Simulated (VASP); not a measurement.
A run of VASP 6.6.1 is set up as follows.

File INCAR:

```
ALGO     = Normal         # electronic algorithm
EDIFF    = 1E-7           # SCF threshold, eV
ENCUT    = 520            # plane-wave cutoff, eV
GGA      = PE             # functional
ISIF     = 2              # what is computed and relaxed
ISMEAR   = 0              # smearing method
LASPH    = True           # aspherical terms in the spheres
LCHARG   = False          # write CHGCAR
LREAL    = False          # projectors in reciprocal space
LWAVE    = False          # write WAVECAR
NBANDS   = 17             # bands
NELM     = 80             # most SCF steps
PREC     = Accurate       # precision mode
SIGMA    = 0.1            # smearing width, eV
```

The input KPOINTS:

```
k-points
0
Gamma
  4 4 4
```

POSCAR

```
TaH5
1.0
    3.0390963171      0.0000000000      0.0000000000
    0.0000000000      3.0390963171      0.0000000000
    0.0000000000      0.0000000000      3.5067298962
Ta H
1 5
Direct
    0.0000000000      0.0000000000      0.0000000000
    0.7840893835      0.5000000000      0.5000000000
    0.2159106165      0.5000000000      0.5000000000
    0.5000000000      0.7840893835      0.5000000000
    0.5000000000      0.2159106165      0.5000000000
    0.5000000000      0.5000000000      0.0000000000
```

Potentials or basis: VASP PAW PBE potentials, release 64 (Ta_pv, H).

Command:

```bash
$ cat potpaw_PBE.64/Ta_pv/POTCAR potpaw_PBE.64/H/POTCAR > POTCAR
$ mpirun -np 1 vasp_std > vasp.out
```

**Question.** Predict the largest force.

**Answer.** 0.031 eV/Å.

**Question.** Predict the pressure.

**Answer.** -0.2 GPa.

**Question.** What does it give for the band gap on the k mesh?

**Answer.** Zero (bands 8 and 9 overlap by 3.73 eV).

Stress tensor (GPa, compression positive):
```
-0.42  0.00  0.00
 0.00 -0.42  0.00
 0.00  0.00  0.11
```

Caveat: the k points lie up to 0.52 Å⁻¹ apart, too coarse for converged energies and pressures of a metal; spin-orbit coupling is left out, which moves the levels of the heavy elements.
